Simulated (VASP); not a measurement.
Input of a VASP 6.6.1 run:

The input INCAR:

```
SYSTEM = Si3N4
PREC     = Accurate       ! precision mode
ENCUT    = 520            ! plane-wave cutoff, eV
EDIFF    = 1E-6           ! SCF threshold, eV
ISMEAR   = -1             ! smearing method
SIGMA    = 0.02           ! smearing width, eV
LREAL    = .FALSE.        ! projectors in reciprocal space
LASPH    = .TRUE.         ! aspherical terms in the spheres
NELM     = 80             ! most SCF steps
ALGO     = Normal         ! electronic algorithm
ISIF     = 2              ! what is computed and relaxed
LWAVE    = .FALSE.        ! write WAVECAR
LCHARG   = .FALSE.        ! write CHGCAR
GGA      = PE             ! functional
NBANDS   = 45             ! bands
```

The input KPOINTS:

```
Automatic mesh
0
G
  6 6 8
  0 0 0
```

POSCAR

```
Si3N4
1.0
    7.6056640558      0.0000000000      0.0000000000
   -3.8028320279      6.5866982850      0.0000000000
    0.0000000000      0.0000000000      2.8184770724
Si N
6 8
Direct
    0.2322582404      0.8249089166      0.7500000000
    0.4073493238      0.2322582404      0.2500000000
    0.8249089166      0.5926506762      0.2500000000
    0.1750910834      0.4073493238      0.7500000000
    0.5926506762      0.7677417596      0.7500000000
    0.7677417596      0.1750910834      0.2500000000
    0.3333333333      0.6666666667      0.7500000000
    0.6666666667      0.3333333333      0.2500000000
    0.9719836334      0.6699697543      0.7500000000
    0.3020138792      0.9719836334      0.2500000000
    0.6699697543      0.6979861208      0.2500000000
    0.3300302457      0.3020138792      0.7500000000
    0.0280163666      0.3300302457      0.2500000000
    0.6979861208      0.0280163666      0.7500000000
```

Potentials or basis: VASP PAW PBE potentials, release 64 (Si, N).

Launch:

```bash
$ cat potpaw_PBE.64/Si/POTCAR potpaw_PBE.64/N/POTCAR > POTCAR
$ mpirun -np 1 vasp_std > vasp.out
```

**Question.** What does it give for the pressure?

**Answer.** 14.0 GPa.

**Question.** Estimate the largest force.

**Answer.** 0.075 eV/Å.

**Question.** Predict the band gap on the k mesh.

**Answer.** 4.63 eV, indirect (least direct gap 4.94 eV).

Forces in eV/Å, atoms in the order of the input:
```
Si   0.027  0.003  0.000
Si   0.011  0.024  0.000
Si   0.016 -0.022  0.000
Si  -0.016  0.022  0.000
Si  -0.011 -0.024  0.000
Si  -0.027 -0.003  0.000
N    0.000  0.000  0.000
N    0.000  0.000  0.000
N    0.059  0.046  0.000
N   -0.010  0.074  0.000
N    0.069 -0.028  0.000
N   -0.069  0.028  0.000
N   -0.059 -0.046  0.000
N    0.010 -0.074  0.000
```

Caveat: the cell differs from its parent crystal (uniaxial z strain -3.0%). A k mesh can miss the band edges.
